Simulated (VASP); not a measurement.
Set up this calculation in VASP 6.6.1, as the native input.

```yaml
Task: single point
Functional: PBEsol
Potentials_or_basis: VASP PAW PBE potentials, release 64 (Nb_sv, H)
Cutoff: 520 eV
k_mesh: 13 × 13 × 13
Occupations: fermi-dirac, width 0.02 eV
Spin: no spin polarisation
Dipole_correction: no
Further_INCAR_settings: ALGO = Normal; EDIFF = 1e-07; NBANDS = 14
```

The structure of NbH2 lies in POSCAR:

```
NbH2
1.0
   -0.0114075000      2.2815000000      2.2815000000
    2.2815000000     -0.0114075000      2.2815000000
    2.2700925000      2.2700925000      0.0000000000
Nb H
1 2
Direct
    0.0000000000      0.0000000000      0.0000000000
    0.2500000000      0.2500000000      0.2500000000
    0.7500000000      0.7500000000      0.7500000000
```

These files were run (other wordings do the same):

INCAR

```
  PREC = Accurate
  ENCUT = 520
  EDIFF = 1E-7
  ISMEAR = -1
  SIGMA = 0.02
  LREAL = F
  LASPH = T
  NELM = 60
  ALGO = Normal
  ISIF = 2
  LWAVE = F
  LCHARG = T
  GGA = PS
  LELF = T
  LVHAR = T
  NBANDS = 14
```

KPOINTS

```
regular mesh
0
Gamma
  13 13 13
```

Potentials or basis: VASP PAW PBE potentials, release 64 (Nb_sv, H).

Launch:

```console
$ cat potpaw_PBE.64/Nb_sv/POTCAR potpaw_PBE.64/H/POTCAR > POTCAR
$ mpirun -np 1 vasp_std > vasp.out
```

It gave:

```yaml
Pressure: -5.8 GPa
Largest_force: 0.043 eV/Å
Band_gap_on_the_k_mesh: zero (an odd number of electrons rules out a gap without spin polarisation)
```

Caveat: the cell stands under tension; the PAW data sets were made with another functional, which shifts forces and pressure a little.

It took 65 s on 1 thread of AMD EPYC 9R14 (Zen 4) (shared host), peak memory 0.2 GiB.
